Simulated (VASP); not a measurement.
Runs of VASP 6.6.1 on TaN (rocksalt type). The structure is that of space group Fm-3m (No. 225), or close to it. The cells are those of the table. 

| task | level | cell | cutoff (eV) | gap on the mesh (eV) | pressure (GPa) |
| --- | --- | --- | --- | --- | --- |
| relaxation of cell and atoms | r2SCAN | relaxed from a = 3.047 Å, angles 60.0°, 2 atoms | 600 | none | -0.1 |
| single point | r2SCAN+D3(BJ) | a = 2.733 Å, angles 60.0°, 2 atoms | 520 | none | (b) |
| single point | r2SCAN | a = 2.861 Å, angles 60.0°, 2 atoms | 520 | none | (a) |
| single point | r2SCAN | a = 3.108 Å, angles 60.0°, 2 atoms | 520 | none | 1.9 |
| single point | r2SCAN | a = 2.733 Å, angles 60.0°, 2 atoms | 520 | none | 321.0 |
| single point | r2SCAN | a = 2.979 Å, angles 60.0°, 2 atoms | 520 | none | 62.6 |

Alike in all rows: potentials or basis VASP PAW PBE potentials, release 64 (Ta_pv, N); no spin polarisation; k mesh 15 × 15 × 15; smearing fermi-dirac 0.05 eV.

**Question.** Estimate the missing entries.

**Answer.** (a) 155.1; (b) 313.7.

Caveats: the PAW data sets were made with another functional, which shifts forces and pressure a little; spin-orbit coupling is left out, which moves the levels of the heavy elements; three body term missing (some runs); pairwise dispersion overbinds metals, which lowers pressure and volume (some runs).

A k mesh can miss the band edges, and the runs leave out spin-orbit coupling on Ta.

A gap of «none» marks levels without a gap at the run's occupations.
